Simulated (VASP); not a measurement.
# Al (Im-3m) in VASP: a series of runs, part 2 of 2

VASP 6.6.1. The steps go on from the part before.

## (5) Single point, LDA (16.65 Å³/atom)

This run uses another cell than the first one, of 16.65 Å³/atom.

INCAR reads:

```
PREC = Accurate
ENCUT = 520
EDIFF = 1E-7
ISMEAR = 0
SIGMA = 0.15
LREAL = False
LASPH = True
NELM = 100
ALGO = Fast
ISIF = 2
LWAVE = False
LCHARG = True
GGA = CA
LELF = True
LVHAR = True
NBANDS = 8
```

KPOINTS reads:

```
regular mesh
0
Gamma
  22 22 22
```

POSCAR reads:

```
Al
1.0
   -1.6086124125      1.6086124125      1.6086124125
    1.6086124125     -1.6086124125      1.6086124125
    1.6086124125      1.6086124125     -1.6086124125
Al
1
Direct
    0.0000000000      0.0000000000      0.0000000000
```

Potentials or basis: VASP PAW LDA potentials, release 64 (Al).

On the command line:

```
$ cat potpaw_LDA.64/Al/POTCAR > POTCAR
$ mpirun -np 1 vasp_std > vasp.out
```

OUTCAR:

```text
PREC = Accurate
   ENCUT = 520
   EDIFF = 1E-7
   ISMEAR = 0
   LREAL = False
   LASPH = True
   NELM = 100
   ISIF = 2
   GGA = CA

 ion  position               nearest neighbor table
   1  0.000  0.000  0.000-

  LATTYP: Found a body centered cubic cell.
 ALAT       =     3.2172248250

  Lattice vectors:

 A1 = (  -1.6086124125,   1.6086124125,   1.6086124125)
 A2 = (   1.6086124125,  -1.6086124125,   1.6086124125)
 A3 = (   1.6086124125,   1.6086124125,  -1.6086124125)

Analysis of symmetry for initial positions (statically):
=====================================================================
 Subroutine PRICEL returns:
 Original cell was already a primitive cell.

 Routine SETGRP: Setting up the symmetry group for a
 body centered cubic supercell.

 Subroutine GETGRP returns: Found 48 space group operations
 (whereof 48 operations were pure point group operations)
 out of a pool of 48 trial point group operations.

The static configuration has the point symmetry O_h .

Analysis of symmetry for dynamics (positions and initial velocities):
=====================================================================
 Subroutine PRICEL returns:
 Original cell was already a primitive cell.

 Routine SETGRP: Setting up the symmetry group for a
 body centered cubic supercell.

 Subroutine GETGRP returns: Found 48 space group operations
 (whereof 48 operations were pure point group operations)
 out of a pool of 48 trial point group operations.

The dynamic configuration has the point symmetry O_h .

 Subroutine INISYM returns: Found 48 space group operations
 (whereof 48 operations are pure point group operations),
 and found     1 'primitive' translations

----------------------------------------------------------------------------------------

                                     Primitive cell
[... 110 lines left out ...]
  volume/ion in A,a.u.               =      16.65       112.36
  Fermi-wavevector in a.u.,A,eV,Ry     =   0.924650  1.747334 11.632666  0.854977
  Thomas-Fermi vector in A             =   2.050418
   LORBIT       =      0    0 simple, 1 ext, 2 COOP (PROOUT), +10 PAW based schemes
   GGA     = CA    functional components
   LHFCALC =     F    Hartree Fock is set to
   AEXX    =    0.0000 exact exchange contribution
   IVDW    =     0    specifies the selected vdW correction
   LEPSILON=     F    determine dielectric tensor
   LRPA    =     F    only Hartree local field effects (RPA)
 non-spin polarized calculation
 RMM-DIIS sequential band-by-band and
 Gauss-broadening in eV      SIGMA  =   0.15
  energy-cutoff  :      520.00
  volume of cell :       16.65
 maximum number of plane-waves:       466
 NGX is ok and might be reduce to    24
   NGX = 11   NGY = 11   NGZ = 11

 number of electron       3.0000000 magnetization

 Free energy of the ion-electron system (eV)
  ---------------------------------------------------
  ext. energy  EPLUGINS =         0.00000000
  ---------------------------------------------------
  free energy    TOTEN  =        -4.09203323 eV

  energy without entropy =       -4.08753482  energy(sigma->0) =       -4.08978403

 E-fermi :   7.7075     XC(G=0): -10.3137

 val. band max:        7.7003655806   @ k =  -0.4091   0.5000   0.2727
 cond. band min:       7.7337083273   @ k =  -0.3182  -0.4545   0.0909
 fundamental gap:      0.0333427467
 Fermi energy:         7.7075133066

 k-point     1 :       0.0000    0.0000    0.0000
  band No.  band energies     occupation
      1      -3.3351      2.00000
      2      20.8394      0.00000
      3      20.8394      0.00000
      4      20.8394      0.00000
      5      21.9944      0.00000
      6      21.9944      0.00000
      7      21.9944      0.00000
      8      23.9134      0.00000
[... 243 lines left out ...]
 k-point    24 :       0.1364    0.0909   -0.0000
  band No.  band energies     occupation
      1      -2.2186      2.00000
      2      14.7894      0.00000
      3      15.8921      0.00000
      4      18.0546      0.00000
      5      21.0276      0.00000
      6      21.7926      0.00000
      7      23.7223      0.00000
      8      25.0353      0.00000

 [... further k-points ...]

------------------------ aborting loop because EDIFF is reached ----------------------------------------

  FORCE on cell =-STRESS in cart. coord.  units (eV):
  Direction    XX          YY          ZZ          XY          YZ          ZX
  --------------------------------------------------------------------------------------
  -------------------------------------------------------------------------------------
  Total       -0.1920078     -0.1920078     -0.1920078      0.0000000     -0.0000000      0.0000000
  in kB      -18.4763051    -18.4763051    -18.4763051      0.0000000     -0.0000000      0.0000000
  external PRESSURE =     -18.4763051 kB  Pullay stress =       0.0000000 kB

 VOLUME and BASIS-vectors are now :
 -----------------------------------------------------------------------------
  energy-cutoff  :      520.00
  volume of cell :       16.65
      direct lattice vectors                 reciprocal lattice vectors
    -1.608612413  1.608612413  1.608612413     0.000000000  0.310826894  0.310826894
     1.608612413 -1.608612413  1.608612413     0.310826894  0.000000000  0.310826894
     1.608612413  1.608612413 -1.608612413     0.310826894  0.310826894  0.000000000

 POSITION                                       TOTAL-FORCE (eV/Angst)
 -----------------------------------------------------------------------------------
      0.00000      0.00000      0.00000        -0.000000     -0.000000     -0.000000
 -----------------------------------------------------------------------------------
    total drift:                                0.000000      0.000000      0.000000

  FREE ENERGIE OF THE ION-ELECTRON SYSTEM (eV)
  ---------------------------------------------------
  free  energy   TOTEN  =        -4.0920332264 eV

  energy  without entropy=       -4.0875348238  energy(sigma->0) =       -4.08978403
```

OSZICAR:

```text
N       E                     dE             d eps       ncg     rms          rms(c)
DAV:   1    -0.274965017855E+01   -0.27497E+01   -0.87196E+02  5256   0.205E+02
DAV:   2    -0.411509788537E+01   -0.13654E+01   -0.13311E+01  7432   0.186E+01
DAV:   3    -0.412152156010E+01   -0.64237E-02   -0.64216E-02  6376   0.138E+00
DAV:   4    -0.412153345662E+01   -0.11897E-04   -0.11896E-04  7880   0.575E-02
DAV:   5    -0.412153347514E+01   -0.18518E-07   -0.18446E-07  6496   0.145E-03    0.129E+00
RMM:   6    -0.410341131194E+01    0.18122E-01   -0.19376E-03  5248   0.203E-01    0.731E-01
RMM:   7    -0.409201765974E+01    0.11394E-01   -0.51719E-03  6020   0.326E-01    0.125E-01
RMM:   8    -0.409202923807E+01   -0.11578E-04   -0.29178E-04  5742   0.994E-02    0.378E-02
RMM:   9    -0.409203368239E+01   -0.44443E-05   -0.31839E-05  5775   0.378E-02    0.137E-02
RMM:  10    -0.409203322418E+01    0.45821E-06   -0.33480E-06  5974   0.105E-02    0.175E-02
RMM:  11    -0.409203322637E+01   -0.21947E-08   -0.66232E-07  5897   0.513E-03
   1 F= -.40920332E+01 E0= -.40897840E+01  d E =-.449840E-02
```

Run time: 16 s. Hardware: 1 thread of Intel Xeon Platinum 8488C (Sapphire Rapids), shared host; peak memory 0.15 GiB.

What came out:

| Property | Result |
| --- | --- |
| Free energy | -4.0920 eV |
| Pressure | -1.8 GPa |
| Band gap on the k mesh | zero (an odd number of electrons rules out a gap without spin polarisation) |

## (6) Overview

| cell | gap on the mesh (eV) | pressure (GPa) |
| --- | --- | --- |
| a = 2.686 Å, angles 109.5°, 1 atom | none | 7.5 |
| a = 2.712 Å, angles 109.5°, 1 atom | none | 4.6 |
| a = 2.737 Å, angles 109.5°, 1 atom | none | 2.1 |
| a = 2.786 Å, angles 109.5°, 1 atom | none | -1.8 |

Alike in all rows: task single point; level LDA; potentials or basis VASP PAW LDA potentials, release 64 (Al); no spin polarisation; k mesh 22 × 22 × 22; cutoff (eV) 520; smearing gaussian 0.15 eV.

Caveats: the cell stands under pressure (at least some runs).

Absolute energies hang on the potentials; compare differences alone.

The gap in the log of VASP goes by the Fermi energy; the results here count the filled bands.